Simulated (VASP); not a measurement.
# Hf (I4/mmm) in VASP: single point with r2SCAN

Aim: the single point of Hf with r2SCAN.

Everything below comes from runs of VASP 6.6.1. Logs are shortened: lines on timing, memory, paths and dates and some standing lists are left out, and cuts for length are marked.

## (1) The cell of the first run

Symmetry: I4/mmm, No. 139, tetragonal system. The conventional cell has a = 3.610 Å, b = 3.610 Å, c = 3.827 Å, α = 90.00°, β = 90.00°, γ = 90.00°. Hf (site symmetry 4/mmm) has 14 Hf at 3.19 to 3.83 Å within 4.2 Å.

## (2) Single point, r2SCAN (strain +0.0600 x Voigt [1, 0, 0, 0, 0, 0])

The input, POSCAR:

```
Hf
1.0
   -1.9133000000      1.8050000000      1.8050000000
    1.9133000000     -1.8050000000      1.8050000000
    1.9133000000      1.8050000000     -1.8050000000
Hf
1
Direct
    0.0000000000      0.0000000000      0.0000000000
```

The input, INCAR.step1:

```
PREC = Accurate
ENCUT = 520
ISMEAR = 0
SIGMA = 0.15
LREAL = F
LASPH = T
NELM = 100
NBANDS = 11
GGA = PE
ALGO = Normal
EDIFF = 1E-4
LWAVE = T
LCHARG = F
```

The input, INCAR.step2:

```
PREC = Accurate
ENCUT = 520
EDIFF = 1E-7
ISMEAR = 0
SIGMA = 0.15
LREAL = F
LASPH = T
NELM = 100
ALGO = Normal
ISIF = 2
LWAVE = F
LCHARG = F
METAGGA = R2SCAN
LMIXTAU = T
NBANDS = 11
ISTART = 1
```

The input, KPOINTS:

```
regular mesh
0
Gamma
  18 18 18
```

Potentials or basis: VASP PAW PBE potentials, release 64 (Hf_pv).

The run is started by

```sh
$ cat potpaw_PBE.64/Hf_pv/POTCAR > POTCAR
$ cp INCAR.step1 INCAR
$ mpirun -np 1 vasp_std > vasp.out
$ cp INCAR.step2 INCAR
$ mpirun -np 1 vasp_std > vasp.out
```

OUTCAR:

```text
PREC = Accurate
   ENCUT = 520
   EDIFF = 1E-7
   ISMEAR = 0
   LREAL = F
   LASPH = T
   NELM = 100
   ISIF = 2
   METAGGA = R2SCAN
   ISTART = 1

 ion  position               nearest neighbor table
   1  0.000  0.000  0.000-

  LATTYP: Found a body centered tetragonal cell.
 ALAT       =     3.6100000000
 C/A-ratio  =     1.0600000000

  Lattice vectors:

 A1 = (  -1.9133000000,   1.8050000000,  -1.8050000000)
 A2 = (  -1.9133000000,  -1.8050000000,   1.8050000000)
 A3 = (   1.9133000000,   1.8050000000,   1.8050000000)

Analysis of symmetry for initial positions (statically):
=====================================================================
 Subroutine PRICEL returns:
 Original cell was already a primitive cell.

 Routine SETGRP: Setting up the symmetry group for a
 body centered tetragonal supercell.

 Subroutine GETGRP returns: Found 16 space group operations
 (whereof 16 operations were pure point group operations)
 out of a pool of 16 trial point group operations.

The static configuration has the point symmetry D_4h.

Analysis of symmetry for dynamics (positions and initial velocities):
=====================================================================
 Subroutine PRICEL returns:
 Original cell was already a primitive cell.

 Routine SETGRP: Setting up the symmetry group for a
 body centered tetragonal supercell.

 Subroutine GETGRP returns: Found 16 space group operations
 (whereof 16 operations were pure point group operations)
 out of a pool of 16 trial point group operations.

The dynamic configuration has the point symmetry D_4h.

 Subroutine INISYM returns: Found 16 space group operations
 (whereof 16 operations are pure point group operations),
 and found     1 'primitive' translations

----------------------------------------------------------------------------------------

                                     Primitive cell

  volume of cell :      24.9343

  direct lattice vectors                    reciprocal lattice vectors
    -1.913300000  1.805000000  1.805000000     0.000000000  0.277008310  0.277008310
     1.913300000 -1.805000000  1.805000000     0.261328595  0.000000000  0.277008310
     1.913300000  1.805000000 -1.805000000     0.261328595  0.277008310  0.000000000

  length of vectors
     3.190104527  3.190104527  3.190104527     0.391748909  0.380823106  0.380823106

  position of ions in fractional coordinates (direct lattice)
     0.000000000  0.000000000  0.000000000

  ion indices of the primitive-cell ions
   primitive index   ion index
                 1           1

----------------------------------------------------------------------------------------

 KPOINTS: regular mesh

Automatic generation of k-mesh.
 Grid dimensions read from file:
 generate k-points for:   18   18   18

 Generating k-lattice:

  Cartesian coordinates                     Fractional coordinates (reciprocal lattice)
     0.000000000  0.015389351  0.015389351     0.055555556  0.000000000  0.000000000
     0.014518255  0.000000000  0.015389351    -0.000000000  0.055555556  0.000000000
     0.014518255  0.015389351  0.000000000    -0.000000000  0.000000000  0.055555556

  Length of vectors
     0.021763828  0.021156839  0.021156839

  Shift w.r.t. Gamma in fractional coordinates (k-lattice)
     0.000000000  0.000000000  0.000000000

 Subroutine IBZKPT returns following result:
 ===========================================

 Found    480 irreducible k-points:

 Following reciprocal coordinates:
            Coordinates               Weight
  0.000000  0.000000  0.000000      1.000000
  0.055556  0.000000  0.000000      4.000000
  0.111111  0.000000  0.000000      4.000000
  0.166667  0.000000  0.000000      4.000000
  0.222222  0.000000  0.000000      4.000000
  0.277778  0.000000  0.000000      4.000000
[... 16 lines left out ...]
  0.166667  0.111111 -0.000000     16.000000
  0.222222  0.111111  0.000000     16.000000
 [... further k-points ...]
   k-points           NKPTS =    480   k-points in BZ     NKDIM =    480   number of bands    NBANDS=     11
   number of dos      NEDOS =    301   number of ions     NIONS =      1
   total plane-waves  NPLWV =  13824
   dimension x,y,z NGX =    24 NGY =   24 NGZ =   24
   dimension x,y,z NGXF=    48 NGYF=   48 NGZF=   48
   ions per type =               1
   NGX,Y,Z   is equivalent  to a cutoff of  12.51, 12.51, 12.51 a.u.
   NGXF,Y,Z  is equivalent  to a cutoff of  25.01, 25.01, 25.01 a.u.
 SYSTEM =  unknown system
   PREC   = accura    normal or accurate (medium, high low for compatibility)
   ISTART =      1    job   : 0-new  1-cont  2-samecut
   ICHARG =      0    charge: 1-file 2-atom 10-const
   ISPIN  =      1    spin polarized calculation?
   LNONCOLLINEAR =      F non collinear calculations
   LSORBIT =      F    spin-orbit coupling
   LASPH  =      T    aspherical Exc in radial PAW
   ENCUT  =  520.0 eV  38.22 Ry    6.18 a.u.   5.93  5.93  5.93*2*pi/ulx,y,z
   NELM   =    100;   NELMIN=  2; NELMDL=  0     # of ELM steps
   EDIFF  = 0.1E-06   stopping-criterion for ELM
   LREAL  =      F    real-space projection
   EDIFFG = 0.1E-05   stopping-criterion for IOM
   NSW    =      0    number of steps for IOM
   IBRION =     -1    ionic relax: 0-MD 1-quasi-New 2-CG
   NFREE  =      0    steps in history (QN), initial steepest desc. (CG)
   ISIF   =      2    stress and relaxation
   ISYM   =      2    0-nonsym 1-usesym 2-fastsym
   POTIM  = 0.5000    time-step for ionic-motion
   TEBEG  =    0.0;   TEEND  =   0.0 temperature during run
   PSTRESS=    0.0 pullay stress
   NELECT =      10.0000    total number of electrons
   NUPDOWN=      -1.0000    fix difference up-down
   EMIN   =  10.00;   EMAX   =-10.00  energy-range for DOS
   EFERMI =   0.00;   METHOD = LEGACY
   ISMEAR =     0;   SIGMA  =   0.15  broadening in eV -4-tet -1-fermi 0-gaus
   EFERMI_NEDOS =   21; number of points for ismear=-14 and -15
   IALGO  =     38    algorithm
   IMIX   =      4    mixing-type and parameters
     AMIX     =   0.40;   BMIX     =  1.00
     AMIX_MAG =   1.60;   BMIX_MAG =  1.00
  volume/ion in A,a.u.               =      24.93       168.27
  Fermi-wavevector in a.u.,A,eV,Ry     =   1.207283  2.281434 19.830923  1.457532
  Thomas-Fermi vector in A             =   2.342925
   LORBIT       =      0    0 simple, 1 ext, 2 COOP (PROOUT), +10 PAW based schemes
   METAGGA = R2SCAN    functional components
   LHFCALC =     F    Hartree Fock is set to
   AEXX    =    0.0000 exact exchange contribution
   IVDW    =     0    specifies the selected vdW correction
   LEPSILON=     F    determine dielectric tensor
   LRPA    =     F    only Hartree local field effects (RPA)
 non-spin polarized calculation
 Gauss-broadening in eV      SIGMA  =   0.15
  energy-cutoff  :      520.00
  volume of cell :       24.93
 maximum number of plane-waves:       700
   NGX = 11   NGY = 11   NGZ = 11

 number of electron      10.0000001 magnetization

 Free energy of the ion-electron system (eV)
  ---------------------------------------------------
  ext. energy  EPLUGINS =         0.00000000
  ---------------------------------------------------
  free energy    TOTEN  =       -44.86252677 eV

  energy without entropy =      -44.83782695  energy(sigma->0) =      -44.85017686

 E-fermi :   3.7859     XC(G=0): -11.6376

 val. band max:        3.7810505361   @ k =   0.3333  -0.3333   0.1111
 cond. band min:       3.7882568898   @ k =   0.3333   0.1667   0.0556
 fundamental gap:      0.0072063537
 Fermi energy:         3.7859283874

 k-point     1 :       0.0000    0.0000    0.0000
  band No.  band energies     occupation
      1     -27.6867      2.00000
      2     -27.6863      2.00000
      3     -27.6863      2.00000
      4      -3.2716      2.00000
      5       5.2363      0.00000
      6       5.2363      0.00000
      7       5.8402      0.00000
      8       7.5085      0.00000
      9       8.2976      0.00000
     10      15.4427      0.00000
     11      16.6157      0.00000

 k-point     2 :       0.0556    0.0000    0.0000
  band No.  band energies     occupation
      1     -27.7045      2.00000
      2     -27.6931      2.00000
      3     -27.6869      2.00000
      4      -3.1623      2.00000
      5       5.1497      0.00000
      6       5.3383      0.00000
      7       5.7950      0.00000
      8       7.5222      0.00000
      9       8.1780      0.00000
     10      15.4427      0.00000
     11      16.8289      0.00000

 k-point     3 :       0.1111    0.0000    0.0000
  band No.  band energies     occupation
      1     -27.7566      2.00000
      2     -27.7113      2.00000
      3     -27.6887      2.00000
      4      -2.8417      2.00000
      5       4.9126      0.00000
      6       5.6226      0.00000
      7       5.6418      0.00000
      8       7.5680      0.00000
      9       7.9413      0.00000
     10      15.4426      0.00000
     11      17.4431      0.00000

 k-point     4 :       0.1667    0.0000    0.0000
  band No.  band energies     occupation
      1     -27.8353      2.00000
      2     -27.7391      2.00000
      3     -27.6915      2.00000
      4      -2.3320      2.00000
      5       4.5797      0.00000
      6       5.2713      0.00000
      7       6.1389      0.00000
      8       7.6572      0.00000
      9       7.8064      0.00000
     10      15.4425      0.00000
     11      17.9083      0.00000
[... 239 lines left out ...]
 k-point    22 :       0.1111    0.1111   -0.0000
  band No.  band energies     occupation
      1     -27.8793      2.00000
      2     -27.7341      2.00000
      3     -27.7073      2.00000
      4      -2.0603      2.00000
      5       4.5326      0.00000
      6       4.9573      0.00000
      7       6.5729      0.00000
      8       7.2309      0.00000
      9       8.1364      0.00000
     10      15.4423      0.00000
     11      18.0458      0.00000

 k-point    23 :       0.1667    0.1111   -0.0000
  band No.  band energies     occupation
      1     -27.9617      2.00000
      2     -27.7678      2.00000
      3     -27.7150      2.00000
      4      -1.4161      2.00000
      5       4.1725      0.00027
      6       4.5924      0.00000
      7       7.0936      0.00000
      8       7.3773      0.00000
      9       8.3098      0.00000
     10      15.4420      0.00000
     11      17.5496      0.00000

 k-point    24 :       0.2222    0.1111    0.0000
  band No.  band energies     occupation
      1     -28.0457      2.00000
      2     -27.8087      2.00000
      3     -27.7204      2.00000
      4      -0.6846      2.00000
      5       3.8305      0.67422
      6       4.2055      0.00008
      7       7.3958      0.00000
      8       8.0460      0.00000
      9       8.5062      0.00000
     10      15.4405      0.00000
     11      16.3290      0.00000

 [... further k-points ...]

------------------------ aborting loop because EDIFF is reached ----------------------------------------

  FORCE on cell =-STRESS in cart. coord.  units (eV):
  Direction    XX          YY          ZZ          XY          YZ          ZX
  --------------------------------------------------------------------------------------
  -------------------------------------------------------------------------------------
  Total       -1.1969306     -1.7714256     -1.7714256      0.0000000      0.0000000     -0.0000000
  in kB      -76.9098709   -113.8245728   -113.8245728      0.0000000      0.0000000     -0.0000000
  external PRESSURE =    -101.5196722 kB  Pullay stress =       0.0000000 kB

 VOLUME and BASIS-vectors are now :
 -----------------------------------------------------------------------------
  energy-cutoff  :      520.00
  volume of cell :       24.93
      direct lattice vectors                 reciprocal lattice vectors
    -1.913300000  1.805000000  1.805000000     0.000000000  0.277008310  0.277008310
     1.913300000 -1.805000000  1.805000000     0.261328595  0.000000000  0.277008310
     1.913300000  1.805000000 -1.805000000     0.261328595  0.277008310  0.000000000

 POSITION                                       TOTAL-FORCE (eV/Angst)
 -----------------------------------------------------------------------------------
      0.00000      0.00000      0.00000        -0.000000     -0.000000     -0.000000
 -----------------------------------------------------------------------------------
    total drift:                               -0.000000      0.000000      0.000000

  FREE ENERGIE OF THE ION-ELECTRON SYSTEM (eV)
  ---------------------------------------------------
  free  energy   TOTEN  =       -44.8625267721 eV

  energy  without entropy=      -44.8378269492  energy(sigma->0) =      -44.85017686
```

Wall time 4.4 min (1 thread of Intel Xeon 6975P-C (Granite Rapids), shared host); peak memory 0.25 GiB.

What came out:

```
Free energy            : -44.8625 eV
Pressure               : -10.2 GPa
Band gap on the k mesh : zero (band 5 reaches 5.29 eV, above the bottom of band 6 at 3.10 eV)
```

Levels at points of the mesh, in eV from the Fermi level:
```tsv
k point	band 1	band 2	band 3	band 4	band 5	band 6	band 7	band 8	band 9	band 10
(0.00, 0.00, 0.00)	-31.47	-31.47	-31.47	-7.06	1.45	1.45	2.05	3.72	4.51	11.66
(0.50, 0.00, 0.00)	-32.04	-31.68	-31.49	-3.10	-0.66	0.70	4.48	5.09	7.02	9.47
(0.00, 0.50, 0.00)	-32.05	-31.65	-31.47	-3.22	-0.03	0.37	3.58	4.88	6.89	9.20
(0.50, 0.50, 0.50)	-31.92	-31.85	-31.85	-2.35	-2.21	5.71	6.18	6.31	6.31	7.09
```

Caveat: the cell differs from its parent crystal (strain +0.0600 x Voigt [1, 0, 0, 0, 0, 0]); the PAW data sets were made with another functional, which shifts forces and pressure a little; spin-orbit coupling is left out, which moves the levels of the heavy elements.
